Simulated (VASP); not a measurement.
# Pb (Im-3m) in VASP: further runs

Runs on Pb. Level: PBE. Tasks: single point.

All numbers are computed with VASP 6.6.1; they aren't measurements. Logs are shortened: lines on timing, memory, paths and dates and some standing lists are left out, and cuts for length are marked.

## 1. The cell of the first run

Symmetry: Im-3m, No. 229, cubic system. The conventional cell has a = 3.959 Å, b = 3.959 Å, c = 3.959 Å, α = 90.00°, β = 90.00°, γ = 90.00°. Within 4.5 Å of Pb (site symmetry m-3m) lie 14 Pb at 3.43 to 3.96 Å.

## 2. Single point, PBE

The input, INCAR:

```
SYSTEM = Pb
  PREC = Accurate
  ENCUT = 520
  EDIFF = 1E-7
  ISMEAR = 0
  SIGMA = 0.020999999999999998
  LREAL = .False.
  LASPH = .True.
  NELM = 80
  ALGO = Normal
  ISIF = 2
  LWAVE = .False.
  LCHARG = .False.
  GGA = PE
  NBANDS = 13
```

The input, KPOINTS:

```
Automatic mesh
0
Gamma
  9 9 9
  0 0 0
```

The input, POSCAR:

```
Pb
1.0
   -1.9796595667      1.9796595667      1.9796595667
    1.9796595667     -1.9796595667      1.9796595667
    1.9796595667      1.9796595667     -1.9796595667
Pb
1
Direct
    0.0000000000      0.0000000000      0.0000000000
```

Potentials or basis: VASP PAW PBE potentials, release 64 (Pb_d).

Command:

```
$ cat potpaw_PBE.64/Pb_d/POTCAR > POTCAR
$ mpirun -np 1 vasp_std > vasp.out
```

OUTCAR:

```text
SYSTEM = Pb
   PREC = Accurate
   ENCUT = 520
   EDIFF = 1E-7
   ISMEAR = 0
   LREAL = .False.
   LASPH = .True.
   NELM = 80
   ISIF = 2
   GGA = PE

 ion  position               nearest neighbor table
   1  0.000  0.000  0.000-

  LATTYP: Found a body centered cubic cell.
 ALAT       =     3.9593191334

  Lattice vectors:

 A1 = (  -1.9796595667,   1.9796595667,   1.9796595667)
 A2 = (   1.9796595667,  -1.9796595667,   1.9796595667)
 A3 = (   1.9796595667,   1.9796595667,  -1.9796595667)

Analysis of symmetry for initial positions (statically):
=====================================================================
 Subroutine PRICEL returns:
 Original cell was already a primitive cell.

 Routine SETGRP: Setting up the symmetry group for a
 body centered cubic supercell.

 Subroutine GETGRP returns: Found 48 space group operations
 (whereof 48 operations were pure point group operations)
 out of a pool of 48 trial point group operations.

The static configuration has the point symmetry O_h .

Analysis of symmetry for dynamics (positions and initial velocities):
=====================================================================
 Subroutine PRICEL returns:
 Original cell was already a primitive cell.

 Routine SETGRP: Setting up the symmetry group for a
 body centered cubic supercell.

 Subroutine GETGRP returns: Found 48 space group operations
 (whereof 48 operations were pure point group operations)
 out of a pool of 48 trial point group operations.

The dynamic configuration has the point symmetry O_h .

 Subroutine INISYM returns: Found 48 space group operations
 (whereof 48 operations are pure point group operations),
 and found     1 'primitive' translations

----------------------------------------------------------------------------------------

                                     Primitive cell

  volume of cell :      31.0336

  direct lattice vectors                    reciprocal lattice vectors
    -1.979659567  1.979659567  1.979659567     0.000000000  0.252568678  0.252568678
     1.979659567 -1.979659567  1.979659567     0.252568678  0.000000000  0.252568678
     1.979659567  1.979659567 -1.979659567     0.252568678  0.252568678  0.000000000

  length of vectors
     3.428870951  3.428870951  3.428870951     0.357186050  0.357186050  0.357186050

  position of ions in fractional coordinates (direct lattice)
     0.000000000  0.000000000  0.000000000

  ion indices of the primitive-cell ions
   primitive index   ion index
                 1           1

----------------------------------------------------------------------------------------

 KPOINTS: Automatic mesh

Automatic generation of k-mesh.
 Grid dimensions read from file:
 generate k-points for:    9    9    9

 Generating k-lattice:

  Cartesian coordinates                     Fractional coordinates (reciprocal lattice)
     0.000000000  0.028063186  0.028063186     0.111111111  0.000000000  0.000000000
     0.028063186  0.000000000  0.028063186     0.000000000  0.111111111  0.000000000
     0.028063186  0.028063186  0.000000000     0.000000000  0.000000000  0.111111111

  Length of vectors
     0.039687339  0.039687339  0.039687339

  Shift w.r.t. Gamma in fractional coordinates (k-lattice)
     0.000000000  0.000000000  0.000000000

 Subroutine IBZKPT returns following result:
 ===========================================

 Found     35 irreducible k-points:

 Following reciprocal coordinates:
            Coordinates               Weight
  0.000000  0.000000  0.000000      1.000000
  0.111111  0.000000  0.000000     12.000000
  0.222222  0.000000  0.000000     12.000000
  0.333333  0.000000  0.000000     12.000000
  0.444444  0.000000  0.000000     12.000000
  0.111111  0.111111  0.000000     24.000000
[... 16 lines left out ...]
 -0.333333  0.444444  0.111111     48.000000
 -0.444444 -0.444444  0.111111     24.000000
 [... further k-points ...]
   k-points           NKPTS =     35   k-points in BZ     NKDIM =     35   number of bands    NBANDS=     13
   number of dos      NEDOS =    301   number of ions     NIONS =      1
   total plane-waves  NPLWV =  21952
   dimension x,y,z NGX =    28 NGY =   28 NGZ =   28
   dimension x,y,z NGXF=    56 NGYF=   56 NGZF=   56
   ions per type =               1
   NGX,Y,Z   is equivalent  to a cutoff of  13.58, 13.58, 13.58 a.u.
   NGXF,Y,Z  is equivalent  to a cutoff of  27.15, 27.15, 27.15 a.u.
 SYSTEM =  Pb
   PREC   = accura    normal or accurate (medium, high low for compatibility)
   ISTART =      0    job   : 0-new  1-cont  2-samecut
   ICHARG =      2    charge: 1-file 2-atom 10-const
   ISPIN  =      1    spin polarized calculation?
   LNONCOLLINEAR =      F non collinear calculations
   LSORBIT =      F    spin-orbit coupling
   LASPH  =      T    aspherical Exc in radial PAW
   ENCUT  =  520.0 eV  38.22 Ry    6.18 a.u.   6.38  6.38  6.38*2*pi/ulx,y,z
   NELM   =     80;   NELMIN=  2; NELMDL= -5     # of ELM steps
   EDIFF  = 0.1E-06   stopping-criterion for ELM
   LREAL  =      F    real-space projection
   EDIFFG = 0.1E-05   stopping-criterion for IOM
   NSW    =      0    number of steps for IOM
   IBRION =     -1    ionic relax: 0-MD 1-quasi-New 2-CG
   NFREE  =      0    steps in history (QN), initial steepest desc. (CG)
   ISIF   =      2    stress and relaxation
   ISYM   =      2    0-nonsym 1-usesym 2-fastsym
   POTIM  = 0.5000    time-step for ionic-motion
   TEBEG  =    0.0;   TEEND  =   0.0 temperature during run
   PSTRESS=    0.0 pullay stress
   NELECT =      14.0000    total number of electrons
   NUPDOWN=      -1.0000    fix difference up-down
   EMIN   =  10.00;   EMAX   =-10.00  energy-range for DOS
   EFERMI =   0.00;   METHOD = LEGACY
   ISMEAR =     0;   SIGMA  =   0.02  broadening in eV -4-tet -1-fermi 0-gaus
   EFERMI_NEDOS =   21; number of points for ismear=-14 and -15
   IALGO  =     38    algorithm
   IMIX   =      4    mixing-type and parameters
     AMIX     =   0.40;   BMIX     =  1.00
     AMIX_MAG =   1.60;   BMIX_MAG =  1.00
  volume/ion in A,a.u.               =      31.03       209.42
  Fermi-wavevector in a.u.,A,eV,Ry     =   1.255568  2.372680 21.448927  1.576452
  Thomas-Fermi vector in A             =   2.389319
   LORBIT       =      0    0 simple, 1 ext, 2 COOP (PROOUT), +10 PAW based schemes
   GGA     = PE    functional components
   LHFCALC =     F    Hartree Fock is set to
   AEXX    =    0.0000 exact exchange contribution
   IVDW    =     0    specifies the selected vdW correction
   LEPSILON=     F    determine dielectric tensor
   LRPA    =     F    only Hartree local field effects (RPA)
 non-spin polarized calculation
 Gauss-broadening in eV      SIGMA  =   0.02
  energy-cutoff  :      520.00
  volume of cell :       31.03
 maximum number of plane-waves:       887
 NGX is ok and might be reduce to    28
   NGX = 13   NGY = 13   NGZ = 13

 number of electron      14.0000002 magnetization

 Free energy of the ion-electron system (eV)
  ---------------------------------------------------
  ext. energy  EPLUGINS =         0.00000000
  ---------------------------------------------------
  free energy    TOTEN  =        -3.50257536 eV

  energy without entropy =       -3.50248823  energy(sigma->0) =       -3.50253180

 E-fermi :   7.1471     XC(G=0): -10.0814

 val. band max:        6.9588849555   @ k =   0.3333   0.2222   0.0000
 cond. band min:       7.1728099553   @ k =  -0.2222   0.3333   0.1111
 fundamental gap:      0.2139249998
 Fermi energy:         7.1470935833

 k-point     1 :       0.0000    0.0000    0.0000
  band No.  band energies     occupation
      1     -10.1021      2.00000
      2     -10.1021      2.00000
      3     -10.1021      2.00000
      4      -9.8775      2.00000
      5      -9.8775      2.00000
      6      -4.5831      2.00000
      7      14.4595      0.00000
      8      14.4595      0.00000
      9      14.4595      0.00000
     10      18.1002      0.00000
     11      18.1002      0.00000
     12      18.1002      0.00000
     13      18.5376      0.00000

 k-point     2 :       0.1111    0.0000    0.0000
  band No.  band energies     occupation
      1     -10.1113      2.00000
      2     -10.0909      2.00000
      3     -10.0613      2.00000
      4      -9.8874      2.00000
      5      -9.8783      2.00000
      6      -4.3378      2.00000
      7      12.2666      0.00000
      8      13.6998      0.00000
      9      14.1413      0.00000
     10      16.8401      0.00000
     11      17.5228      0.00000
     12      17.9398      0.00000
     13      19.7481      0.00000

 k-point     3 :       0.2222    0.0000    0.0000
  band No.  band energies     occupation
      1     -10.1347      2.00000
      2     -10.0733      2.00000
      3      -9.9563      2.00000
      4      -9.9054      2.00000
      5      -9.8805      2.00000
      6      -3.6053      2.00000
      7       8.8866      0.00000
      8      12.3143      0.00000
      9      13.3616      0.00000
     10      15.6136      0.00000
     11      16.7366      0.00000
     12      18.3332      0.00000
     13      20.4347      0.00000
[... 305 lines left out ...]
 k-point    23 :      -0.3333    0.4444    0.1111
  band No.  band energies     occupation
      1     -10.0933      2.00000
      2     -10.0390      2.00000
      3      -9.9427      2.00000
      4      -9.9120      2.00000
      5      -9.7978      2.00000
      6      -1.1797      2.00000
      7       5.0300      2.00000
      8       8.0816      0.00000
      9      11.6399      0.00000
     10      15.4988      0.00000
     11      16.5208      0.00000
     12      19.6405      0.00000
     13      19.9090      0.00000

 k-point    24 :      -0.4444   -0.4444    0.1111
  band No.  band energies     occupation
      1     -10.0990      2.00000
      2     -10.0473      2.00000
      3      -9.9537      2.00000
      4      -9.8947      2.00000
      5      -9.7638      2.00000
      6      -0.3810      2.00000
      7       3.8496      2.00000
      8       7.7019      0.00000
      9      11.5274      0.00000
     10      15.7797      0.00000
     11      17.1891      0.00000
     12      17.9867      0.00000
     13      19.7351      0.00000

 [... further k-points ...]
[... 5 lines left out ...]
  --------------------------------------------------------------------------------------
  -------------------------------------------------------------------------------------
  Total        0.1235156      0.1235156      0.1235156      0.0000000      0.0000000      0.0000000
  in kB        6.3767699      6.3767699      6.3767699      0.0000000      0.0000000      0.0000000
  external PRESSURE =       6.3767699 kB  Pullay stress =       0.0000000 kB

 VOLUME and BASIS-vectors are now :
 -----------------------------------------------------------------------------
  energy-cutoff  :      520.00
  volume of cell :       31.03
      direct lattice vectors                 reciprocal lattice vectors
    -1.979659567  1.979659567  1.979659567     0.000000000  0.252568678  0.252568678
     1.979659567 -1.979659567  1.979659567     0.252568678  0.000000000  0.252568678
     1.979659567  1.979659567 -1.979659567     0.252568678  0.252568678  0.000000000

 POSITION                                       TOTAL-FORCE (eV/Angst)
 -----------------------------------------------------------------------------------
      0.00000      0.00000      0.00000        -0.000000     -0.000000     -0.000000
 -----------------------------------------------------------------------------------
    total drift:                               -0.000000     -0.000000     -0.000000

  FREE ENERGIE OF THE ION-ELECTRON SYSTEM (eV)
  ---------------------------------------------------
  free  energy   TOTEN  =        -3.5025753624 eV

  energy  without entropy=       -3.5024882322  energy(sigma->0) =       -3.50253180
```

Run time: 17 s. Hardware: 1 thread of Intel Xeon 8259CL, shared host; peak memory 0.16 GiB.

Results:

```yaml
Free_energy: -3.5026 eV
Pressure: 0.6 GPa
Band_gap_on_the_k_mesh: zero (band 7 reaches 14.46 eV, above the bottom of band 8 at 5.02 eV)
```

Caveat: spin-orbit coupling is left out, which moves the levels of the heavy elements.

(Continued in part 2 of 2.)
